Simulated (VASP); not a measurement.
Write the native input for VASP 6.6.1 that does the following.

```yaml
Task: single point
Functional: PBE
Potentials_or_basis: VASP PAW PBE potentials, release 64 (K_sv, Tm_3, C), 4f in core
Cutoff: 600 eV
k_mesh: 3 × 3 × 4
Occupations: gaussian, width 0.1 eV
Spin: no spin polarisation
Dipole_correction: no
Mended: yes
Further_INCAR_settings: ALGO = Normal; EDIFF = 1e-06; NBANDS = 51
```

The structure of KTm3C lies in POSCAR:

```
KTm3C
1.0
    6.7351920700      0.0000000000      0.0000000000
   -3.3675960300      5.8328474300      0.0000000000
    0.0000000000      0.0000000000      5.5393519200
K Tm C
2 6 2
Direct
    0.3333333300      0.6666666700      0.7500000000
    0.6666666700      0.3333333300      0.2500000000
    0.1610999900      0.8389000100      0.2500000000
    0.3221999700      0.1610999900      0.7500000000
    0.1610999900      0.3221999700      0.2500000000
    0.8389000100      0.1610999900      0.7500000000
    0.6778000300      0.8389000100      0.2500000000
    0.8389000100      0.6778000300      0.7500000000
    0.0000000000      0.0000000000      0.0000000000
    0.0000000000      0.0000000000      0.5000000000
```

The cell was built from a structure type or drawn by symmetry, and may not be a known phase.

These files were run (other wordings do the same):

INCAR

```
SYSTEM = KTm3C
PREC = Accurate ; ENCUT = 600
EDIFF = 1E-6 ; ISMEAR = 0
SIGMA = 0.1 ; LREAL = .FALSE.
LASPH = .TRUE. ; NELM = 200
ALGO = Normal ; ISIF = 2
LWAVE = .FALSE. ; LCHARG = .FALSE.
GGA = PE ; NBANDS = 51
GGA_COMPAT = .FALSE. ; LMAXMIX = 6
```

KPOINTS

```
Automatic mesh
0
G
  3 3 4
  0 0 0
```

Potentials or basis: VASP PAW PBE potentials, release 64 (K_sv, Tm_3, C), 4f in core.

Run with:

```bash
$ cat potpaw_PBE.64/K_sv/POTCAR potpaw_PBE.64/Tm_3/POTCAR potpaw_PBE.64/C/POTCAR > POTCAR
$ mpirun -np 1 vasp_std > vasp.out
```

Results of the run:

```json
{
 "Pressure": "13.9 GPa",
 "Largest force": "0.051 eV/Å",
 "Band gap on the k mesh": "zero (bands 40 and 41 overlap by 0.44 eV)"
}
```

Caveat: the cell stands under pressure; spin-orbit coupling is left out, which moves the levels of the heavy elements; the 4f electrons are frozen in the core, so they carry no moment and show no levels.

It took 120 s on 1 thread of Intel(R) Xeon(R) 6975P-C (Granite Rapids), on a shared host, peak memory 0.41 GiB.
